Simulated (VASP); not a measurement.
Set up this calculation in VASP 6.6.1, as the native input.

* Task: single point
* Functional: LDA
* Potentials or basis: VASP PAW LDA potentials, release 64 (Zn, Ge_d, O)
* Cutoff: 600 eV
* k mesh: 9 × 9 × 9
* Occupations: gaussian, width 0.01 eV
* Spin: no spin polarisation
* Dipole correction: no
* Further INCAR settings: ALGO = Normal; EDIFF = 1e-06; NBANDS = 55

The structure of ZnGeO3 lies in POSCAR:

```
ZnGeO3
1.0
    2.5146295012      1.4518220211      4.3633823185
   -2.5146295012      1.4518220211      4.3633823185
    0.0000000000     -2.9036440373      4.3633823201
Zn Ge O
2 2 6
Direct
    0.7505198000      0.7505198000      0.7505198000
    0.2505198000      0.2505198000      0.2505198000
    0.5005198000      0.5005198000      0.5005198000
    1.0005198000      1.0005198000      1.0005198000
    0.8696783000      0.2505198000      0.6313613000
    0.6313613000      0.8696783000      0.2505198000
    0.2505198000      0.6313613000      0.8696783000
    0.3696783000      0.1313613000      0.7505198000
    0.7505198000      0.3696783000      0.1313613000
    0.1313613000      0.7505198000      0.3696783000
```

This cell differs from its parent crystal: atoms moved along the polar distortion.

The input as run:

INCAR

```
SYSTEM = ZnGeO3
PREC = Accurate
ENCUT = 600
EDIFF = 1E-6
ISMEAR = 0
SIGMA = 0.01
LREAL = .False.
LASPH = .True.
NELM = 120
ALGO = Normal
ISIF = 2
LWAVE = .False.
LCHARG = .True.
LELF = .True.
LVHAR = .True.
NBANDS = 55
GGA_COMPAT = .False.
```

KPOINTS

```
Automatic mesh
0
Gamma
  9 9 9
  0 0 0
```

Potentials or basis: VASP PAW LDA potentials, release 64 (Zn, Ge_d, O).

Launch:

```console
$ cat potpaw_LDA.64/Zn/POTCAR potpaw_LDA.64/Ge_d/POTCAR potpaw_LDA.64/O/POTCAR > POTCAR
$ mpirun -np 1 vasp_std > vasp.out
```

Results of the run:

```
Pressure               : -6.2 GPa
Largest force          : 0.009 eV/Å
Band gap on the k mesh : 1.72 eV
```

Caveat: the cell differs from its parent crystal (atoms moved along the polar distortion); the cell stands under tension.

It took 13 min on 1 thread of Intel Xeon 8259CL, on a shared host, peak memory 0.53 GiB.
